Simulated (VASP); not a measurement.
Here is a VASP 6.6.1 calculation.

Contents of INCAR:

```
SYSTEM = ZrC
PREC = Accurate
ENCUT = 520
EDIFF = 1E-6
ISMEAR = -1
SIGMA = 0.05
LREAL = .FALSE.
LASPH = .TRUE.
NELM = 100
ALGO = Normal
ISIF = 2
LWAVE = .FALSE.
LCHARG = .FALSE.
GGA = PS
NBANDS = 15
```

The input KPOINTS:

```
regular mesh
0
G
  13 13 13
  0 0 0
```

POSCAR

```
ZrC
1.0
    0.0000000000      2.1409616386      2.1409616386
    2.1409616386      0.0000000000      2.1409616386
    2.1409616386      2.1409616386      0.0000000000
Zr C
1 1
Direct
    0.0000000000      0.0000000000      0.0000000000
    0.5000000000      0.5000000000      0.5000000000
```

Potentials or basis: VASP PAW PBE potentials, release 64 (Zr_sv, C).

Command:

```bash
$ cat potpaw_PBE.64/Zr_sv/POTCAR potpaw_PBE.64/C/POTCAR > POTCAR
$ mpirun -np 1 vasp_std > vasp.out
```

**Question.** Estimate the pressure.

**Answer.** 103.2 GPa.

**Question.** Estimate the band gap on the k mesh.

**Answer.** Zero (bands 8 and 9 overlap by 1.40 eV).

Caveat: the cell stands under pressure; the PAW data sets were made with another functional, which shifts forces and pressure a little.
